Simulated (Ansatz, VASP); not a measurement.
Two plane-wave programs on H

The input INCAR:

```
SYSTEM = H
  ALGO = Normal
  EDIFF = 1E-6
  ENCUT = 520
  ISIF = 2
  ISMEAR = 0
  LASPH = .True.
  LCHARG = .False.
  LREAL = .False.
  LWAVE = .False.
  NBANDS = 10
  NELM = 100
  PREC = Accurate
  SIGMA = 0.05
```

File KPOINTS:

```
k-points
0
Gamma
  10 10 4
  0 0 0
```

The input POSCAR:

```
H
1.0
    1.6949936248     -2.8086773736      0.0000000000
    1.6949936248      2.8086773736      0.0000000000
    0.0000000000      0.0000000000      5.9723769941
H
4
Direct
    0.5678085000      0.4321915000      0.9995149500
    0.4321915000      0.5678085000      0.0004850500
    0.4321915000      0.5678085000      0.4995149500
    0.5678085000      0.4321915000      0.5004850500
```

Input for Ansatz:

```yaml
crystal:
  lattice:
    - [1.6949936248, -2.8086773736, 0.0]
    - [1.6949936248, 2.8086773736, 0.0]
    - [0.0, 0.0, 5.9723769941]
  atoms:
    - { symbol: H, position: [0.5678085, 0.4321915, 0.99951495] }
    - { symbol: H, position: [0.4321915, 0.5678085, 0.00048505] }
    - { symbol: H, position: [0.4321915, 0.5678085, 0.49951495] }
    - { symbol: H, position: [0.5678085, 0.4321915, 0.50048505] }
basis:
  ecutwfc: 420
kpoints:
  mp_grid: { grid: [10, 10, 4] }
hamiltonian:
  xc: lda
scf:
  occupations: { method: gaussian, width: 0.05 }
output:
  forces: true
  stress: true
  eigenvalues: true
```

Alike in both runs: task single point; functional LDA; k mesh 10 × 10 × 4; occupations gaussian, width 0.05 eV; no spin polarisation.

|  | VASP | Ansatz |
| --- | --- | --- |
| version | VASP 6.6.1 | Ansatz 0.2.0 |
| potentials or method | VASP PAW LDA potentials, release 64 (H), cutoff 520 eV | scalar-relativistic, plane waves, PAW |
| valence electrons in the cell | 4 | 4 |

|  | VASP | Ansatz | Ansatz less VASP |
| --- | --- | --- | --- |
| gap on the k mesh at the Fermi level (eV) | 7.39 | 7.40 | +0.006 |
| least direct gap on the mesh (eV) | 7.40 | 7.41 | +0.005 |
| pressure (GPa) | -0.3 | -0.1 | +0.14 |
| traceless stress, the component that is largest in VASP (GPa) | 0.41 | 0.39 | -0.018 |
| rms of the force components (eV/Å) | 0.135 | 0.127 | -0.0081 |

LDA's correlation is that of Perdew and Zunger in VASP and of Perdew and Wang (1992) in Ansatz. Atom by atom the forces differ by 0.008 eV/Å (rms over components).
